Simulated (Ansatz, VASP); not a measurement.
**ReS3 in VASP and in Ansatz**

```
Re S
1.0
     2.83902    0.00000    0.00000
     0.00000    2.83902    0.00000
     0.00000    0.00000   19.00827
Re S
2 6
Direct
  0.00000 0.00000 0.50000
  0.00000 0.00000 0.00000
  0.00000 0.00000 0.25000
  0.00000 0.00000 0.75000
  0.50000 0.50000 0.07830
  0.50000 0.50000 0.57830
  0.50000 0.50000 0.42170
  0.50000 0.50000 0.92170
```

Alike in both runs: task single point; functional PBE; k mesh 8 × 8 × 2; occupations gaussian, width 0.2 eV; no spin polarisation.

|  | VASP | Ansatz |
| --- | --- | --- |
| version | VASP 6.6.1 | Ansatz 0.2.0 |
| potentials or method | VASP PAW PBE potentials, release 64 (Re, S), cutoff 520 eV | scalar-relativistic, plane waves, PAW |
| valence electrons in the cell | 50 | 66 |

```csv
,VASP,Ansatz,Ansatz less VASP
gap on the k mesh at the Fermi level (eV),none,none,-
pressure (GPa),0.3,0.0,-0.23
"traceless stress, the component that is largest in VASP (GPa)",-0.14,-0.11,+0.028
rms of the force components (eV/Å),0.017,0.004,-0.0131
```

Atom by atom the forces differ by 0.020 eV/Å (rms over components). A gap of «none» marks a metal or a gap that the smearing closes. The functional is the same, so the differences come from potentials, cutoffs and numerics. VASP's potentials hold 50 valence electrons a cell and Ansatz's 66, so a difference there can come from the potentials and not from the codes.

Spin-orbit coupling is off throughout.
